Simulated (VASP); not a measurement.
**AlB2Sb3: single point with PBE**

The system is AlB2Sb3.

```
Al B Sb
1.0
     6.62900    0.00000    0.00000
    -3.31450    5.74088    0.00000
     0.00000    0.00000    3.22087
Al B Sb
1 2 3
Direct
  0.00000 0.00000 0.00000
  0.33333 0.66667 0.00000
  0.66667 0.33333 0.00000
  0.50000 0.00000 0.50000
  0.50000 0.50000 0.50000
  0.00000 0.50000 0.50000
```

```yaml
Program: VASP 6.6.1
Task: single point
Functional: PBE
Potentials_or_basis: VASP PAW PBE potentials, release 64 (Al, B, Sb)
Cutoff: 520 eV
k_mesh: 3 × 3 × 6
Occupations: gaussian, width 0.1 eV
Spin: no spin polarisation
```

```
Pressure               : 0.0 GPa
Band gap on the k mesh : zero (band 12 reaches 8.69 eV, above the bottom of band 13 at 6.34 eV)
```

Stress tensor (GPa, compression positive):
```
-0.21  0.00  0.00
 0.00 -0.21  0.00
 0.00  0.00  0.32
```

Levels at points of the mesh, in eV from the Fermi level:
```
           k point  band 9  band 10  band 11  band 12  band 13  band 14  band 15  band 16
(0.00, 0.00, 0.00)   -0.59    -0.59     0.07     1.54     1.62     3.45     3.45     4.21
(0.00, 0.00, 0.50)   -2.27    -2.27    -2.13    -1.15    -0.80    -0.80     2.88     2.88
```

Wall time 36 s on 1 thread of AMD EPYC 7R43 64-Core Processor (Zen 3) (shared host), peak memory 0.21 GiB.

Caveat: the k points lie up to 0.36 Å⁻¹ apart; spin-orbit coupling is left out, which moves the levels of the heavy elements.
